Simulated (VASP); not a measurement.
Wanted: the native input for a VASP 6.6.1 run.

| Item | Value |
| --- | --- |
| Task | single point |
| Functional | LDA |
| Potentials or basis | VASP PAW LDA potentials, release 64 (Ni) |
| Cutoff | 520 eV |
| k mesh | 24 × 24 × 24 |
| Occupations | gaussian, width 0.15 eV |
| Spin | collinear spin, ferromagnetic start |
| Starting moments | [0.25] μB |
| Fixed moment | 0.25 μB |
| Dipole correction | no |
| Further INCAR settings | ALGO = Normal; EDIFF = 1e-06; NBANDS = 15 |

The structure of Ni lies in POSCAR:

```
Ni
1.0
    0.0000000000      1.7121260312      1.7121260312
    1.7121260312      0.0000000000      1.7121260312
    1.7121260312      1.7121260312      0.0000000000
Ni
1
Direct
    0.0000000000      0.0000000000      0.0000000000
```

These files were run (other wordings do the same):

INCAR

```
SYSTEM = Ni
ALGO = Normal
EDIFF = 1E-6
ENCUT = 520
GGA = CA
ISIF = 2
ISMEAR = 0
ISPIN = 2
LASPH = .True.
LCHARG = .False.
LMAXMIX = 4
LORBIT = 11
LREAL = .False.
LWAVE = .False.
MAGMOM = 0.25
NBANDS = 15
NELM = 150
NUPDOWN = 0.25
PREC = Accurate
SIGMA = 0.15
```

KPOINTS

```
k-points
0
Gamma
  24 24 24
  0 0 0
```

Potentials or basis: VASP PAW LDA potentials, release 64 (Ni).

Run with:

```bash
$ cat potpaw_LDA.64/Ni/POTCAR > POTCAR
$ mpirun -np 1 vasp_std > vasp.out
```

Results of the run:

* Pressure: -1.0 GPa
* Net moment: 0.25 μB per cell
* Site moments: Ni +0.25 μB
* Valence electrons inside the program's atomic spheres: Ni 9.47

Caveat: the total moment is fixed, so each spin has its own Fermi level.

It took 59 s on 1 thread of AMD EPYC 9R45 96-Core Processor (Zen 5), with other jobs on the host, peak memory 0.16 GiB.
